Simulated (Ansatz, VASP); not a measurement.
**One calculation of K3Ge, two programs**

```xyz
4
Lattice="5.4114 0.0000 0.0000 0.0000 5.4114 0.0000 0.0000 0.0000 5.3557" Properties=species:S:1:pos:R:3 pbc="T T T"
K     0.0000    2.7057    2.6779
K     2.7057    0.0000    2.6779
K     2.7057    2.7057    0.0000
Ge    0.0000    0.0000    0.0000
```

Alike in both runs: task single point; functional PBE; k mesh 4 × 4 × 4; occupations gaussian, width 0.1 eV; no spin polarisation.

```csv
,VASP,Ansatz
version,VASP 6.6.1,Ansatz 0.2.0
potentials or method,"VASP PAW PBE potentials, release 64 (K_sv, Ge_d), cutoff 520 eV","scalar-relativistic, plane waves, PAW"
valence electrons in the cell,41,41
```

|  | VASP | Ansatz | Ansatz less VASP |
| --- | --- | --- | --- |
| gap on the k mesh at the Fermi level (eV) | none | none | - |
| pressure (GPa) | 0.6 | 0.6 | 0.00 |
| traceless stress, the component that is largest in VASP (GPa) | -0.06 | -0.06 | +0.001 |

A gap of «none» marks a metal or a gap that the smearing closes.
